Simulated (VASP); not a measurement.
The system is Os.

```
CELL_PARAMETERS angstrom
2.49000 0.00000 0.00000
0.00000 2.49000 0.00000
0.00000 0.00000 2.49000
ATOMIC_POSITIONS crystal
Os 0.00000 0.00000 0.00000
```

| Property | Result |
| --- | --- |
| Program | VASP 6.6.1 |
| Task | relaxation of cell and atoms |
| Functional | LDA |
| Potentials or basis | VASP PAW LDA potentials, release 64 (Os) |
| Cutoff | 600 eV |
| k mesh | 9 × 9 × 9 |
| Occupations | gaussian, width 0.1 eV |
| Spin | no spin polarisation |

At the start: pressure 10.7 GPa; volume 15.44 Å³/atom.

Q: How do energy, volume and symmetry change on relaxing?

A: Over 4 steps the energy falls by 16.1 meV/atom and the volume is 15.93 Å³/atom (+3.2 %); space group Pm-3m (No. 221, to 0.05 Å).

The path:
| step | energy change (eV) | largest force (eV/Å) | pressure (GPa) | volume (Å³) |
| --- | --- | --- | --- | --- |
| 1 | 0.0000 | 0.0000 | 10.72 | 15.44 |
| 2 | 0.1695 | 0.0000 | -27.60 | 17.86 |
| 3 | -0.0160 | 0.0000 | -0.51 | 15.96 |
| 4 | -0.0161 | 0.0000 | -0.02 | 15.93 |

Final structure:
```xyz
1
Lattice="2.5164 0.0000 0.0000 0.0000 2.5164 0.0000 0.0000 0.0000 2.5164" Properties=species:S:1:pos:R:3 pbc="T T T"
Os    0.0000    0.0000    0.0000
```
